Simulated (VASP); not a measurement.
A run of VASP 6.6.1 is set up as follows.

The input INCAR:

```
SYSTEM = ZnS
PREC = Accurate
ENCUT = 520
EDIFF = 1E-6
ISMEAR = 0
SIGMA = 0.01
LREAL = .FALSE.
LASPH = .TRUE.
NELM = 60
ALGO = Normal
ISIF = 2
LWAVE = .FALSE.
LCHARG = .FALSE.
GGA = PS
NBANDS = 26
```

File KPOINTS:

```
regular mesh
0
G
  6 6 4
  0 0 0
```

POSCAR

```
ZnS
1.0
    3.8193938850      0.0000000000      0.0000000000
   -1.9096969425      3.3076921315      0.0000000000
    0.0000000000      0.0000000000      6.1685253392
Zn S
2 2
Direct
    0.3333333333      0.6666666667      0.0039114276
    0.6666666667      0.3333333333      0.5039114276
    0.3333333333      0.6666666667      0.3810885724
    0.6666666667      0.3333333333      0.8810885724
```

Potentials or basis: VASP PAW PBE potentials, release 64 (Zn, S).

Launch:

```console
$ cat potpaw_PBE.64/Zn/POTCAR potpaw_PBE.64/S/POTCAR > POTCAR
$ mpirun -np 1 vasp_std > vasp.out
```

(1) Estimate the band gap on the k mesh.

(2) Estimate the pressure.

## Answers

(1) 2.14 eV, direct.

(2) -0.8 GPa.

Caveat: the cell differs from its parent crystal (film at in-plane strain +0.01); the PAW data sets were made with another functional, which shifts forces and pressure a little.
